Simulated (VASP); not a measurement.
# KNa3Ge (Pm-3m) in VASP: single point with PBE

Aim: the single point of KNa3Ge with PBE.

Everything below comes from runs of VASP 6.6.1. Logs are shortened: lines on timing, memory, paths and dates and some standing lists are left out, and cuts for length are marked.

### Step 1. The cell of the first run

The structure is cubic, space group Pm-3m (No. 221). The conventional cell has a = 5.793 Å, b = 5.793 Å, c = 5.793 Å, α = 90.00°, β = 90.00°, γ = 90.00°. Within 5.4 Å of K (site symmetry m-3m) lie 12 Na at 4.10 Å and 8 Ge at 5.02 Å. Na (site symmetry 4/mmm) has 2 Ge at 2.90 Å within 3.8 Å. Ge (site symmetry m-3m) has 6 Na at 2.90 Å within 3.8 Å.

### Step 2. Single point, PBE

Contents of INCAR:

```
PREC = Accurate
ENCUT = 520
EDIFF = 1E-7
ISMEAR = 0
SIGMA = 0.1
LREAL = False
LASPH = True
NELM = 100
ALGO = Normal
ISIF = 2
LWAVE = False
LCHARG = False
GGA = PE
NBANDS = 30
```

Contents of KPOINTS:

```
Automatic mesh
0
Gamma
  8 8 8
```

Contents of POSCAR:

```
KNa3Ge
1.0
    5.7928263066      0.0000000000      0.0000000000
    0.0000000000      5.7928263066      0.0000000000
    0.0000000000      0.0000000000      5.7928263066
K Na Ge
1 3 1
Direct
    0.0000000000      0.0000000000      0.0000000000
    0.0000000000      0.5000000000      0.5000000000
    0.5000000000      0.0000000000      0.5000000000
    0.5000000000      0.5000000000      0.0000000000
    0.5000000000      0.5000000000      0.5000000000
```

Potentials or basis: VASP PAW PBE potentials, release 64 (K_sv, Na_pv, Ge_d).

Started as:

```sh
> cat potpaw_PBE.64/K_sv/POTCAR potpaw_PBE.64/Na_pv/POTCAR potpaw_PBE.64/Ge_d/POTCAR > POTCAR
> mpirun -np 1 vasp_std > vasp.out
```

OUTCAR:

```text
PREC = Accurate
   ENCUT = 520
   EDIFF = 1E-7
   ISMEAR = 0
   LREAL = False
   LASPH = True
   NELM = 100
   ISIF = 2
   GGA = PE

 ion  position               nearest neighbor table
   1  0.000  0.000  0.000-
   2  0.000  0.500  0.500-
   3  0.500  0.000  0.500-
   4  0.500  0.500  0.000-
   5  0.500  0.500  0.500-

  LATTYP: Found a simple cubic cell.
 ALAT       =     5.7928263066

  Lattice vectors:

 A1 = (   5.7928263066,   0.0000000000,   0.0000000000)
 A2 = (   0.0000000000,   5.7928263066,   0.0000000000)
 A3 = (   0.0000000000,   0.0000000000,   5.7928263066)

Analysis of symmetry for initial positions (statically):
=====================================================================
 Subroutine PRICEL returns:
 Original cell was already a primitive cell.

 Routine SETGRP: Setting up the symmetry group for a
 simple cubic supercell.

 Subroutine GETGRP returns: Found 48 space group operations
 (whereof 48 operations were pure point group operations)
 out of a pool of 48 trial point group operations.

The static configuration has the point symmetry O_h .

Analysis of symmetry for dynamics (positions and initial velocities):
=====================================================================
 Subroutine PRICEL returns:
 Original cell was already a primitive cell.

 Routine SETGRP: Setting up the symmetry group for a
 simple cubic supercell.

 Subroutine GETGRP returns: Found 48 space group operations
 (whereof 48 operations were pure point group operations)
 out of a pool of 48 trial point group operations.

The dynamic configuration has the point symmetry O_h .

 Subroutine INISYM returns: Found 48 space group operations
 (whereof 48 operations are pure point group operations),
 and found     1 'primitive' translations

----------------------------------------------------------------------------------------

                                     Primitive cell

  volume of cell :     194.3889

  direct lattice vectors                    reciprocal lattice vectors
     5.792826307  0.000000000  0.000000000     0.172627306  0.000000000  0.000000000
     0.000000000  5.792826307  0.000000000     0.000000000  0.172627306  0.000000000
     0.000000000  0.000000000  5.792826307     0.000000000  0.000000000  0.172627306

  length of vectors
     5.792826307  5.792826307  5.792826307     0.172627306  0.172627306  0.172627306

  position of ions in fractional coordinates (direct lattice)
     0.000000000  0.000000000  0.000000000
     0.000000000  0.500000000  0.500000000
     0.500000000  0.000000000  0.500000000
     0.500000000  0.500000000  0.000000000
     0.500000000  0.500000000  0.500000000

  ion indices of the primitive-cell ions
   primitive index   ion index
                 1           1
                 2           2
                 3           3
                 4           4
                 5           5

----------------------------------------------------------------------------------------

 KPOINTS: Automatic mesh

Automatic generation of k-mesh.
 Grid dimensions read from file:
 generate k-points for:    8    8    8

 Generating k-lattice:

  Cartesian coordinates                     Fractional coordinates (reciprocal lattice)
     0.021578413  0.000000000  0.000000000     0.125000000  0.000000000  0.000000000
     0.000000000  0.021578413  0.000000000     0.000000000  0.125000000  0.000000000
     0.000000000  0.000000000  0.021578413     0.000000000  0.000000000  0.125000000

  Length of vectors
     0.021578413  0.021578413  0.021578413

  Shift w.r.t. Gamma in fractional coordinates (k-lattice)
     0.000000000  0.000000000  0.000000000

 Subroutine IBZKPT returns following result:
 ===========================================

 Found     35 irreducible k-points:

 Following reciprocal coordinates:
            Coordinates               Weight
  0.000000  0.000000  0.000000      1.000000
  0.125000  0.000000  0.000000      6.000000
  0.250000  0.000000  0.000000      6.000000
  0.375000  0.000000  0.000000      6.000000
  0.500000  0.000000  0.000000      3.000000
  0.125000  0.125000  0.000000     12.000000
[... 16 lines left out ...]
  0.375000  0.375000  0.125000     24.000000
  0.500000  0.375000  0.125000     24.000000
 [... further k-points ...]
   k-points           NKPTS =     35   k-points in BZ     NKDIM =     35   number of bands    NBANDS=     30
   number of dos      NEDOS =    301   number of ions     NIONS =      5
   total plane-waves  NPLWV = 110592
   dimension x,y,z NGX =    48 NGY =   48 NGZ =   48
   dimension x,y,z NGXF=    96 NGYF=   96 NGZF=   96
   ions per type =               1   3   1
   NGX,Y,Z   is equivalent  to a cutoff of  13.78, 13.78, 13.78 a.u.
   NGXF,Y,Z  is equivalent  to a cutoff of  27.55, 27.55, 27.55 a.u.
 SYSTEM =  unknown system
   PREC   = accura    normal or accurate (medium, high low for compatibility)
   ISTART =      0    job   : 0-new  1-cont  2-samecut
   ICHARG =      2    charge: 1-file 2-atom 10-const
   ISPIN  =      1    spin polarized calculation?
   LNONCOLLINEAR =      F non collinear calculations
   LSORBIT =      F    spin-orbit coupling
   LASPH  =      T    aspherical Exc in radial PAW
   ENCUT  =  520.0 eV  38.22 Ry    6.18 a.u.  10.77 10.77 10.77*2*pi/ulx,y,z
   NELM   =    100;   NELMIN=  2; NELMDL= -5     # of ELM steps
   EDIFF  = 0.1E-06   stopping-criterion for ELM
   LREAL  =      F    real-space projection
   EDIFFG = 0.1E-05   stopping-criterion for IOM
   NSW    =      0    number of steps for IOM
   IBRION =     -1    ionic relax: 0-MD 1-quasi-New 2-CG
   NFREE  =      0    steps in history (QN), initial steepest desc. (CG)
   ISIF   =      2    stress and relaxation
   ISYM   =      2    0-nonsym 1-usesym 2-fastsym
   POTIM  = 0.5000    time-step for ionic-motion
   TEBEG  =    0.0;   TEEND  =   0.0 temperature during run
   PSTRESS=    0.0 pullay stress
   NELECT =      44.0000    total number of electrons
   NUPDOWN=      -1.0000    fix difference up-down
   EMIN   =  10.00;   EMAX   =-10.00  energy-range for DOS
   EFERMI =   0.00;   METHOD = LEGACY
   ISMEAR =     0;   SIGMA  =   0.10  broadening in eV -4-tet -1-fermi 0-gaus
   EFERMI_NEDOS =   21; number of points for ismear=-14 and -15
   IALGO  =     38    algorithm
   IMIX   =      4    mixing-type and parameters
     AMIX     =   0.40;   BMIX     =  1.00
     AMIX_MAG =   1.60;   BMIX_MAG =  1.00
  volume/ion in A,a.u.               =      38.88       262.36
  Fermi-wavevector in a.u.,A,eV,Ry     =   0.997704  1.885388 13.543430  0.995414
  Thomas-Fermi vector in A             =   2.129879
   LORBIT       =      0    0 simple, 1 ext, 2 COOP (PROOUT), +10 PAW based schemes
   GGA     = PE    functional components
   LHFCALC =     F    Hartree Fock is set to
   AEXX    =    0.0000 exact exchange contribution
   IVDW    =     0    specifies the selected vdW correction
   LEPSILON=     F    determine dielectric tensor
   LRPA    =     F    only Hartree local field effects (RPA)
 non-spin polarized calculation
 Gauss-broadening in eV      SIGMA  =   0.10
  energy-cutoff  :      520.00
  volume of cell :      194.39
 maximum number of plane-waves:      5257
 NGX is ok and might be reduce to    48
   NGX = 21   NGY = 21   NGZ = 21

 number of electron      44.0000036 magnetization

 Free energy of the ion-electron system (eV)
  ---------------------------------------------------
  ext. energy  EPLUGINS =         0.00000000
  ---------------------------------------------------
  free energy    TOTEN  =        -9.52572087 eV

  energy without entropy =       -9.51835236  energy(sigma->0) =       -9.52203661

 E-fermi :   0.4917     XC(G=0):  -6.7030

 val. band max:        0.4818926681   @ k =   0.5000   0.5000   0.0000
 cond. band min:       0.4918495280   @ k =   0.5000   0.3750   0.0000
 fundamental gap:      0.0099568599
 Fermi energy:         0.4916533024

 k-point     1 :       0.0000    0.0000    0.0000
  band No.  band energies     occupation
      1     -31.7488      2.00000
      2     -23.7327      2.00000
      3     -23.7327      2.00000
      4     -23.7327      2.00000
      5     -23.7309      2.00000
      6     -23.7309      2.00000
[... 22 lines left out ...]
     29       4.7306      0.00000
     30       4.7306      0.00000

 k-point     2 :       0.1250    0.0000    0.0000
  band No.  band energies     occupation
      1     -31.7488      2.00000
      2     -23.7326      2.00000
      3     -23.7326      2.00000
      4     -23.7326      2.00000
      5     -23.7310      2.00000
      6     -23.7310      2.00000
[... 22 lines left out ...]
     29       4.5756      0.00000
     30       4.7446      0.00000

 k-point     3 :       0.2500    0.0000    0.0000
  band No.  band energies     occupation
      1     -31.7488      2.00000
      2     -23.7326      2.00000
      3     -23.7325      2.00000
      4     -23.7325      2.00000
      5     -23.7312      2.00000
      6     -23.7312      2.00000
[... 22 lines left out ...]
     29       4.6686      0.00000
     30       4.6700      0.00000

 k-point     4 :       0.3750    0.0000    0.0000
  band No.  band energies     occupation
      1     -31.7487      2.00000
      2     -23.7325      2.00000
      3     -23.7322      2.00000
      4     -23.7322      2.00000
      5     -23.7315      2.00000
      6     -23.7315      2.00000
[... 22 lines left out ...]
     29       4.5660      0.00000
     30       4.5814      0.00000

 k-point     5 :       0.5000    0.0000    0.0000
  band No.  band energies     occupation
      1     -31.7487      2.00000
      2     -23.7324      2.00000
      3     -23.7320      2.00000
      4     -23.7320      2.00000
      5     -23.7318      2.00000
      6     -23.7318      2.00000
[... 22 lines left out ...]
     29       4.5471      0.00000
     30       4.5471      0.00000
[... 526 lines left out ...]
     29       4.4109      0.00000
     30       4.7765      0.00000

 k-point    22 :       0.5000    0.2500    0.1250
  band No.  band energies     occupation
      1     -31.7487      2.00000
      2     -23.7351      2.00000
      3     -23.7335      2.00000
      4     -23.7330      2.00000
      5     -23.7307      2.00000
      6     -23.7302      2.00000
[... 22 lines left out ...]
     29       4.4223      0.00000
     30       4.7624      0.00000

 k-point    23 :       0.3750    0.3750    0.1250
  band No.  band energies     occupation
      1     -31.7487      2.00000
      2     -23.7357      2.00000
      3     -23.7335      2.00000
      4     -23.7334      2.00000
      5     -23.7304      2.00000
      6     -23.7303      2.00000
[... 22 lines left out ...]
     29       4.2795      0.00000
     30       4.9642      0.00000

 k-point    24 :       0.5000    0.3750    0.1250
  band No.  band energies     occupation
      1     -31.7487      2.00000
      2     -23.7360      2.00000
      3     -23.7335      2.00000
      4     -23.7334      2.00000
      5     -23.7303      2.00000
      6     -23.7302      2.00000
[... 22 lines left out ...]
     29       4.1923      0.00000
     30       5.1366      0.00000

 [... further k-points ...]
[... 5 lines left out ...]
  --------------------------------------------------------------------------------------
  -------------------------------------------------------------------------------------
  Total        0.0055679      0.0055679      0.0055679     -0.0000000      0.0000000     -0.0000000
  in kB        0.0458911      0.0458911      0.0458911     -0.0000000      0.0000000     -0.0000000
  external PRESSURE =       0.0458911 kB  Pullay stress =       0.0000000 kB

 VOLUME and BASIS-vectors are now :
 -----------------------------------------------------------------------------
  energy-cutoff  :      520.00
  volume of cell :      194.39
      direct lattice vectors                 reciprocal lattice vectors
     5.792826307  0.000000000  0.000000000     0.172627306  0.000000000  0.000000000
     0.000000000  5.792826307  0.000000000     0.000000000  0.172627306  0.000000000
     0.000000000  0.000000000  5.792826307     0.000000000  0.000000000  0.172627306

 POSITION                                       TOTAL-FORCE (eV/Angst)
 -----------------------------------------------------------------------------------
      0.00000      0.00000      0.00000         0.000000      0.000000      0.000000
      0.00000      2.89641      2.89641         0.000000      0.000000      0.000000
      2.89641      0.00000      2.89641         0.000000      0.000000      0.000000
      2.89641      2.89641      0.00000         0.000000      0.000000      0.000000
      2.89641      2.89641      2.89641         0.000000      0.000000      0.000000
 -----------------------------------------------------------------------------------
    total drift:                                0.000000     -0.000000     -0.000000

  FREE ENERGIE OF THE ION-ELECTRON SYSTEM (eV)
  ---------------------------------------------------
  free  energy   TOTEN  =        -9.5257208680 eV

  energy  without entropy=       -9.5183523606  energy(sigma->0) =       -9.52203661
```

It took 2.5 min on 1 thread of AMD EPYC 9R45 (Zen 5), shared host; peak memory 0.41 GiB.

Results:

* Free energy: -9.5257 eV
* Pressure: 0.0 GPa
* Band gap on the k mesh: zero (band 22 reaches 0.49 eV, above the bottom of band 23 at 0.18 eV)
